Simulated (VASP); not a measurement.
# AlGaN2: single point with LDA

AlGaN2:

```xyz
4
Lattice="3.1153 0.0000 0.0000 0.0000 3.1153 0.0000 0.0000 0.0000 4.2966" Properties=species:S:1:pos:R:3 pbc="T T T"
Al    1.5576    1.5576    2.1483
Ga    0.0000    0.0000    0.0000
N     1.5576    0.0000    3.1781
N     0.0000    1.5576    1.1186
```

| Quantity | Value |
| --- | --- |
| Program | VASP 6.6.1 |
| Task | single point |
| Functional | LDA |
| Potentials or basis | VASP PAW LDA potentials, release 64 (Al, Ga_d, N_h) |
| Cutoff | 910 eV |
| k mesh | 8 × 8 × 6 |
| Occupations | gaussian, width 0.02 eV |
| Spin | no spin polarisation |

```
Pressure               : 5.0 GPa
Largest force          : 0.029 eV/Å
Band gap on the k mesh : 3.24 eV, direct
```

Forces in eV/Å, atoms in the order of the input:
```
Al   0.000  0.000  0.000
Ga   0.000  0.000  0.000
N    0.000  0.000 -0.029
N    0.000  0.000  0.029
```

Stress tensor (GPa, compression positive):
```
4.22 0.00 0.00
0.00 4.22 0.00
0.00 0.00 6.58
```

Levels at points of the mesh, in eV from the valence-band top:
```
           k point  band 11  band 12  band 13  band 14  band 15  band 16
(0.00, 0.00, 0.00)    -0.16     0.00     0.00     3.24     3.47     7.50
(0.50, 0.00, 0.00)    -2.87    -1.08    -0.81     7.22     7.43     7.97
(0.50, 0.50, 0.00)    -2.31    -2.31    -2.29     3.32     3.32     6.63
(0.00, 0.00, 0.50)    -1.70    -1.09    -1.09     5.45     5.63     8.17
(0.50, 0.00, 0.50)    -0.83    -0.66    -0.50     5.51     6.84     9.33
(0.50, 0.50, 0.50)    -3.41    -3.41    -3.40     6.37     6.37     9.31
```

Run time: 44 s on 1 thread of Intel(R) Xeon(R) Platinum 8488C (Sapphire Rapids), on a shared host, peak memory 0.25 GiB.

Caveat: the cutoff is under 1.25 times the usual one of these potentials, so pressure, stress and relaxed cells hold a basis-set (Pulay) error. A k mesh can miss the band edges.
